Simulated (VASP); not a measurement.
# Si in VASP: single point with PBE

Aim: the single point of Si with PBE.

Program: VASP 6.6.1. These are calculated values, not measurements. Logs are shortened: lines on timing, memory, paths and dates and some standing lists are left out, and cuts for length are marked.

**1. The cell of the first run**

The cell holds a slab with vacuum, 24 atoms: a = 7.735 Å, b = 7.735 Å, c = 21.437 Å, α = 90.00°, β = 90.00°, γ = 90.00°.

**2. Single point, PBE**

INCAR

```
PREC = Accurate
ENCUT = 400
EDIFF = 1E-6
ISMEAR = 0
SIGMA = 0.03
LREAL = F
LASPH = T
NELM = 120
ALGO = Normal
ISIF = 2
LWAVE = F
LCHARG = T
LDIPOL = T
IDIPOL = 3
DIPOL = 0.5 0.5 0.500
GGA = PE
LELF = T
LVHAR = T
LVACPOTAV = T
ISYM = 0
NBANDS = 66
GGA_COMPAT = F
NELMDL = -8
```

KPOINTS

```
regular mesh
0
Gamma
  4 4 1
```

POSCAR

```
Si
1.0
    7.7352696329      0.0000000000      0.0000000000
    0.0000000000      7.7352696329      0.0000000000
    0.0000000000      0.0000000000     21.4370769963
Si
24
Direct
   -0.0811650314      0.0021073576      0.3362013723
    1.1283349741      0.4994922254      0.3689881694
    0.6281973528      0.9991339658      0.3759872288
    0.4133195483      0.4968133180      0.3361708491
    0.4941280183      0.2663811775      0.4049910897
    0.4856991449      0.7356946639      0.4014943349
    0.0064927905      0.2366607717      0.4035888031
    0.0014643260      0.7627733934      0.4014945683
    0.2453084814      0.7606716270      0.4720448208
    0.2522863961      0.2363452655      0.4734049441
    0.7443523404      0.7401841933      0.4609945460
    0.7541379074      0.2798917904      0.4632557269
    0.7402365945      1.0083172685      0.5168493028
    0.7438593595      0.5131847574      0.5336200664
    0.2466327559     -0.0027039804      0.5420233892
    0.2462713344      0.4989853237      0.5346111219
    0.4982576040      0.5191066076      0.6006007187
    0.5160275122      0.9851114113      0.5947486234
   -0.0062535171      0.4782246132      0.6005080316
   -0.0278490244      1.0030973323      0.5912166440
   -0.1383491523      0.7359837919      0.6283194779
   -0.0894357275      0.2348706936      0.6621498181
    0.5754921142      0.7554057841      0.6684392586
    0.6225538978      0.2542666474      0.6282970942
```

Potentials or basis: VASP PAW PBE potentials, release 64 (Si).

Started as:

```sh
$ cat potpaw_PBE.64/Si/POTCAR > POTCAR
$ mpirun -np 1 vasp_std > vasp.out
```

OUTCAR:

```text
PREC = Accurate
   ENCUT = 400
   EDIFF = 1E-6
   ISMEAR = 0
   LREAL = F
   LASPH = T
   NELM = 120
   ISIF = 2
   GGA = PE
   ISYM = 0
   NELMDL = -8

 ion  position               nearest neighbor table
   1  0.919  0.002  0.336-   3 2.40   8 2.41   7 2.42
   2  0.128  0.499  0.369-   4 2.31   7 2.36   8 2.37   9 3.13
   3  0.628  0.999  0.376-   6 2.38   5 2.39   1 2.40  11 2.85  12 3.03  13 3.14
   4  0.413  0.497  0.336-   2 2.31   6 2.39   5 2.40
   5  0.494  0.266  0.405-  12 2.37  10 2.39   3 2.39   4 2.40
   6  0.486  0.736  0.401-  11 2.37   3 2.38   4 2.39   9 2.40
   7  0.006  0.237  0.404-  12 2.36   2 2.36   1 2.42  10 2.42
   8  0.001  0.763  0.401-   2 2.37  11 2.37   1 2.41   9 2.42
   9  0.245  0.761  0.472-  15 2.37   6 2.40   8 2.42  16 2.43   2 3.13
  10  0.252  0.236  0.473-  15 2.36   5 2.39  16 2.42   7 2.42
  11  0.744  0.740  0.461-  14 2.35   8 2.37   6 2.37  13 2.40   3 2.85
  12  0.754  0.280  0.463-  14 2.35   7 2.36   5 2.37  13 2.40   3 3.03
  13  0.740  0.008  0.517-  11 2.40  12 2.40  20 2.40  18 2.41   3 3.14
  14  0.744  0.513  0.534-  11 2.35  12 2.35  17 2.38  19 2.42  21 2.81  24 3.00
  15  0.247  0.997  0.542-  10 2.36   9 2.37  20 2.37  18 2.37
  16  0.246  0.499  0.535-  17 2.41  19 2.42  10 2.42   9 2.43
  17  0.498  0.519  0.601-  24 2.34  14 2.38  23 2.41  16 2.41
  18  0.516  0.985  0.595-  24 2.35  15 2.37  13 2.41  23 2.42
  19  0.994  0.478  0.601-  21 2.32  22 2.39  16 2.42  14 2.42
  20  0.972  0.003  0.591-  15 2.37  21 2.37  22 2.40  13 2.40
  21  0.862  0.736  0.628-  19 2.32  20 2.37  23 2.38  14 2.81
  22  0.911  0.235  0.662-  24 2.35  19 2.39  20 2.40
  23  0.575  0.755  0.668-  21 2.38  17 2.41  18 2.42
  24  0.623  0.254  0.628-  17 2.34  22 2.35  18 2.35  14 3.00

IMPORTANT INFORMATION: All symmetrisations will be switched off!
NOSYMM: (Re-)initialisation of all symmetry stuff for point group C_1.

----------------------------------------------------------------------------------------

                                     Primitive cell

  volume of cell :    1282.6746

  direct lattice vectors                    reciprocal lattice vectors
     7.735269633  0.000000000  0.000000000     0.129277976  0.000000000  0.000000000
     0.000000000  7.735269633  0.000000000     0.000000000  0.129277976  0.000000000
     0.000000000  0.000000000 21.437076996     0.000000000  0.000000000  0.046648151

  length of vectors
     7.735269633  7.735269633 21.437076996     0.129277976  0.129277976  0.046648151

  position of ions in fractional coordinates (direct lattice)
     0.918834969  0.002107358  0.336201372
     0.128334974  0.499492225  0.368988169
     0.628197353  0.999133966  0.375987229
     0.413319548  0.496813318  0.336170849
     0.494128018  0.266381178  0.404991090
     0.485699145  0.735694664  0.401494335
[... 16 lines left out ...]
     0.575492114  0.755405784  0.668439259
     0.622553898  0.254266647  0.628297094

  ion indices of the primitive-cell ions
   primitive index   ion index
                 1           1
                 2           2
                 3           3
                 4           4
                 5           5
                 6           6
[... 16 lines left out ...]
                23          23
                24          24

----------------------------------------------------------------------------------------

 KPOINTS: regular mesh

Automatic generation of k-mesh.
 Grid dimensions read from file:
 generate k-points for:    4    4    1

 Generating k-lattice:

  Cartesian coordinates                     Fractional coordinates (reciprocal lattice)
     0.032319494  0.000000000  0.000000000     0.250000000  0.000000000  0.000000000
     0.000000000  0.032319494  0.000000000     0.000000000  0.250000000  0.000000000
     0.000000000  0.000000000  0.046648151     0.000000000  0.000000000  1.000000000

  Length of vectors
     0.032319494  0.032319494  0.046648151

  Shift w.r.t. Gamma in fractional coordinates (k-lattice)
     0.000000000  0.000000000  0.000000000

 Subroutine IBZKPT returns following result:
 ===========================================

 Found     10 irreducible k-points:

 Following reciprocal coordinates:
            Coordinates               Weight
  0.000000  0.000000  0.000000      1.000000
  0.250000  0.000000  0.000000      2.000000
  0.000000  0.250000  0.000000      2.000000
  0.500000  0.000000  0.000000      1.000000
  0.000000  0.500000  0.000000      1.000000
  0.250000  0.250000  0.000000      2.000000
 -0.250000  0.250000  0.000000      2.000000
  0.500000  0.250000  0.000000      2.000000
 -0.250000  0.500000  0.000000      2.000000
  0.500000  0.500000  0.000000      1.000000
   k-points           NKPTS =     10   k-points in BZ     NKDIM =     10   number of bands    NBANDS=     66
   number of dos      NEDOS =    301   number of ions     NIONS =     24
   total plane-waves  NPLWV = 350000
   dimension x,y,z NGX =    50 NGY =   50 NGZ =  140
   dimension x,y,z NGXF=   100 NGYF=  100 NGZF=  280
   ions per type =              24
   NGX,Y,Z   is equivalent  to a cutoff of  10.75, 10.75, 10.86 a.u.
   NGXF,Y,Z  is equivalent  to a cutoff of  21.49, 21.49, 21.71 a.u.
 SYSTEM =  unknown system
   PREC   = accura    normal or accurate (medium, high low for compatibility)
   ISTART =      0    job   : 0-new  1-cont  2-samecut
   ICHARG =      2    charge: 1-file 2-atom 10-const
   ISPIN  =      1    spin polarized calculation?
   LNONCOLLINEAR =      F non collinear calculations
   LSORBIT =      F    spin-orbit coupling
   LASPH  =      T    aspherical Exc in radial PAW
   ENCUT  =  400.0 eV  29.40 Ry    5.42 a.u.  12.61 12.61 34.96*2*pi/ulx,y,z
   NELM   =    120;   NELMIN=  2; NELMDL= -8     # of ELM steps
   EDIFF  = 0.1E-05   stopping-criterion for ELM
   LREAL  =      F    real-space projection
   EDIFFG = 0.1E-04   stopping-criterion for IOM
   NSW    =      0    number of steps for IOM
   IBRION =     -1    ionic relax: 0-MD 1-quasi-New 2-CG
   NFREE  =      0    steps in history (QN), initial steepest desc. (CG)
   ISIF   =      2    stress and relaxation
   ISYM   =      0    0-nonsym 1-usesym 2-fastsym
   POTIM  = 0.5000    time-step for ionic-motion
   TEBEG  =    0.0;   TEEND  =   0.0 temperature during run
   PSTRESS=    0.0 pullay stress
   NELECT =      96.0000    total number of electrons
   NUPDOWN=      -1.0000    fix difference up-down
   EMIN   =  10.00;   EMAX   =-10.00  energy-range for DOS
   EFERMI =   0.00;   METHOD = LEGACY
   ISMEAR =     0;   SIGMA  =   0.03  broadening in eV -4-tet -1-fermi 0-gaus
   EFERMI_NEDOS =   21; number of points for ismear=-14 and -15
   IALGO  =     38    algorithm
   IMIX   =      4    mixing-type and parameters
     AMIX     =   0.40;   BMIX     =  1.00
     AMIX_MAG =   1.60;   BMIX_MAG =  1.00
  volume/ion in A,a.u.               =      53.44       360.66
  Fermi-wavevector in a.u.,A,eV,Ry     =   0.689911  1.303743  6.476063  0.475977
  Thomas-Fermi vector in A             =   1.771130
   LORBIT       =      0    0 simple, 1 ext, 2 COOP (PROOUT), +10 PAW based schemes
   GGA     = PE    functional components
   LHFCALC =     F    Hartree Fock is set to
   AEXX    =    0.0000 exact exchange contribution
   IVDW    =     0    specifies the selected vdW correction
   LEPSILON=     F    determine dielectric tensor
   LRPA    =     F    only Hartree local field effects (RPA)
 non-spin polarized calculation
 Gauss-broadening in eV      SIGMA  =   0.03
  energy-cutoff  :      400.00
  volume of cell :     1282.67
 maximum number of plane-waves:     23319
   NGX = 25   NGY = 25   NGZ = 69

 dipolmoment           0.000000      0.000000     -0.001624 electrons x Angstroem

 number of electron      95.9999996 magnetization

 dipolmoment           0.000000      0.000000      0.001005 electrons x Angstroem

 Free energy of the ion-electron system (eV)
  ---------------------------------------------------
  ext. energy  EPLUGINS =         0.00000000
  ---------------------------------------------------
  free energy    TOTEN  =      -120.71287872 eV

  energy without entropy =     -120.71187929  energy(sigma->0) =     -120.71237901

 E-fermi :  -0.9480     XC(G=0):  -4.2805

 val. band max:       -0.9750119255   @ k =   0.5000   0.5000   0.0000
 cond. band min:      -0.9216101249   @ k =   0.0000   0.0000   0.0000
 fundamental gap:      0.0534018005
 Fermi energy:        -0.9480236331

 k-point     1 :       0.0000    0.0000    0.0000
  band No.  band energies     occupation
      1     -12.6431      2.00000
      2     -11.7752      2.00000
      3     -10.8772      2.00000
      4     -10.7006      2.00000
      5     -10.6382      2.00000
      6     -10.1082      2.00000
[... 52 lines left out ...]
     59       1.3481      0.00000
     60       1.4303      0.00000

 k-point     2 :       0.2500    0.0000    0.0000
  band No.  band energies     occupation
      1     -12.5370      2.00000
      2     -11.7257      2.00000
      3     -11.3211      2.00000
      4     -10.6199      2.00000
      5     -10.5124      2.00000
      6     -10.3963      2.00000
[... 52 lines left out ...]
     59       1.4099      0.00000
     60       1.4791      0.00000

 k-point     3 :       0.0000    0.2500    0.0000
  band No.  band energies     occupation
      1     -12.5093      2.00000
      2     -11.6765      2.00000
      3     -11.4475      2.00000
      4     -10.8473      2.00000
      5     -10.4922      2.00000
      6      -9.9791      2.00000
[... 377 lines left out ...]
      6     -10.5524      2.00000
[... 52 lines left out ...]
     59       1.7120      0.00000
     60       1.8201      0.00000

 k-point    10 :       0.5000    0.5000    0.0000
  band No.  band energies     occupation
      1     -11.8712      2.00000
      2     -11.8181      2.00000
      3     -11.4943      2.00000
      4     -11.1339      2.00000
      5     -11.0469      2.00000
      6     -10.6304      2.00000
[... 52 lines left out ...]
     59       1.8217      0.00000
     60       1.9644      0.00000
 [bands above 60 left out]

------------------------ aborting loop because EDIFF is reached ----------------------------------------

  FORCE on cell =-STRESS in cart. coord.  units (eV):
  Direction    XX          YY          ZZ          XY          YZ          ZX
  --------------------------------------------------------------------------------------
  -------------------------------------------------------------------------------------
  Total      -10.3943688     -4.3844220     -0.1316704     -0.3232664      0.0055863     -0.0035589
  in kB      -12.9835132     -5.4765423     -0.1644683     -0.4037892      0.0069778     -0.0044454
  external PRESSURE =      -6.2081746 kB  Pullay stress =       0.0000000 kB

 VOLUME and BASIS-vectors are now :
 -----------------------------------------------------------------------------
  energy-cutoff  :      400.00
  volume of cell :     1282.67
      direct lattice vectors                 reciprocal lattice vectors
     7.735269633  0.000000000  0.000000000     0.129277976  0.000000000  0.000000000
     0.000000000  7.735269633  0.000000000     0.000000000  0.129277976  0.000000000
     0.000000000  0.000000000 21.437076996     0.000000000  0.000000000  0.046648151

 POSITION                                       TOTAL-FORCE (eV/Angst)
 -----------------------------------------------------------------------------------
      7.10744      0.01630      7.20717         0.003407      0.000470     -0.005036
      0.99271      3.86371      7.91003         0.005687      0.003961      0.008792
      4.85928      7.72857      8.06007        -0.001930     -0.002653      0.001410
      3.19714      3.84298      7.20652        -0.000321     -0.002574      0.006548
      3.82221      2.06053      8.68183        -0.000608      0.003706      0.002084
      3.75701      5.69080      8.60686        -0.001252     -0.001165      0.001622
[... 16 lines left out ...]
      4.45159      5.84327     14.32938        -0.000849      0.002609     -0.009130
      4.81562      1.96682     13.46885        -0.004494      0.006380     -0.001206
 -----------------------------------------------------------------------------------
    total drift:                               -0.000201      0.000402     -0.000140

  FREE ENERGIE OF THE ION-ELECTRON SYSTEM (eV)
  ---------------------------------------------------
  free  energy   TOTEN  =      -120.7128787213 eV

  energy  without entropy=     -120.7118792903  energy(sigma->0) =     -120.71237901

 vacuum level on the upper side and lower side of the slab         4.055         4.052
```

Run time: 43 min. Hardware: 1 thread of Intel Xeon 8259CL, shared host; peak memory 0.91 GiB.

What came out:

| Item | Value |
| --- | --- |
| Free energy | -120.7129 eV |
| Largest force | 0.011 eV/Å |
| Band gap on the k mesh | 0.05 eV (least direct gap 0.19 eV) |

Forces on the atoms (eV/Å):
```
Si   0.003  0.000 -0.005
Si   0.006  0.004  0.009
Si  -0.002 -0.003  0.001
Si   0.000 -0.003  0.007
Si  -0.001  0.004  0.002
Si  -0.001 -0.001  0.002
Si  -0.001  0.002  0.002
Si  -0.001 -0.002  0.005
Si  -0.004 -0.005 -0.005
Si   0.003  0.003 -0.003
Si   0.000 -0.001 -0.009
Si  -0.003  0.000 -0.008
Si   0.001 -0.001  0.004
Si  -0.002  0.003  0.008
Si  -0.001  0.000 -0.001
Si   0.001  0.001  0.002
Si   0.002 -0.008  0.000
Si  -0.002  0.004  0.000
Si  -0.005  0.004 -0.001
Si   0.000 -0.008  0.000
Si   0.004 -0.003 -0.002
Si   0.007  0.000  0.003
Si  -0.001  0.003 -0.009
Si  -0.004  0.006 -0.001
```
